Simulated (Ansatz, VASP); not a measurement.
**FeS2: VASP beside Ansatz**

```
CELL_PARAMETERS angstrom
4.42562 0.00000 0.00000
0.00000 5.39653 0.00000
0.00000 0.00000 3.37770
ATOMIC_POSITIONS crystal
Fe 0.50000 0.50000 0.50000
Fe 0.00000 0.00000 0.00000
S 0.29959 0.87818 0.50000
S 0.70041 0.12182 0.50000
S 0.20041 0.37818 0.00000
S 0.79959 0.62182 0.00000
```

Alike in both runs: task relaxation of cell and atoms; functional PBE; k mesh 4 × 4 × 6; occupations gaussian, width 0.1 eV; no spin polarisation.

```csv
,VASP,Ansatz
version,VASP 6.6.1,Ansatz 0.2.0
potentials or method,"VASP PAW PBE potentials, release 64 (Fe, S), cutoff 600 eV","scalar-relativistic, plane waves, PAW"
valence electrons in the cell,40,56
```

VASP gave:

```
gap on the k mesh at the Fermi level, each at its own relaxed structure (eV) : 0.90
relaxed volume (Å³/atom)                                                     : 13.56
relaxed cell length with the largest relative difference (Å)                 : 4.442
```

Problem. What did Ansatz give for the same quantities?

Solution. gap on the k mesh at the Fermi level, each at its own relaxed structure (eV): 0.92; relaxed volume (Å³/atom): 13.55; relaxed cell length with the largest relative difference (Å): 4.434.

VASP's potentials hold 40 valence electrons a cell and Ansatz's 56, so a difference there can come from the potentials and not from the codes.
